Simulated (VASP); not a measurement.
# KBr: single point with revPBE

KBr:

```
CELL_PARAMETERS angstrom
4.10980 0.00000 0.00000
0.00000 4.10980 0.00000
0.00000 0.00000 4.10980
ATOMIC_POSITIONS crystal
K 0.00000 0.00000 0.00000
Br 0.50000 0.50000 0.50000
```

```json
{
 "Program": "VASP 6.6.1",
 "Task": "single point",
 "Functional": "revPBE",
 "Potentials or basis": "VASP PAW PBE potentials, release 64 (K_sv, Br)",
 "Cutoff": "500 eV",
 "k mesh": "4 × 4 × 4",
 "Occupations": "methfessel-paxton, width 0.02 eV",
 "Spin": "no spin polarisation"
}
```

| Quantity | Value |
| --- | --- |
| Pressure | 0.5 GPa |
| Band gap on the k mesh | 3.99 eV, indirect (least direct gap 4.23 eV) |

Levels at points of the mesh, in eV from the valence-band top:
| k point | band 6 | band 7 | band 8 | band 9 | band 10 | band 11 |
| --- | --- | --- | --- | --- | --- | --- |
| (0.00, 0.00, 0.00) | -0.24 | -0.24 | -0.24 | 3.99 | 6.09 | 6.09 |
| (0.50, 0.00, 0.00) | -1.75 | -0.20 | -0.20 | 6.53 | 7.35 | 7.61 |
| (0.50, 0.50, 0.00) | -1.26 | -1.26 | 0.00 | 5.44 | 6.61 | 8.12 |
| (0.50, 0.50, 0.50) | -1.27 | -1.27 | -1.27 | 7.51 | 7.51 | 7.51 |

Run time: 5.5 s on 1 thread of Intel(R) Xeon(R) 6975P-C (Granite Rapids), on a shared host, peak memory 0.16 GiB.

Caveat: the PAW data sets were made with another functional, which shifts forces and pressure a little. A k mesh can miss the band edges.
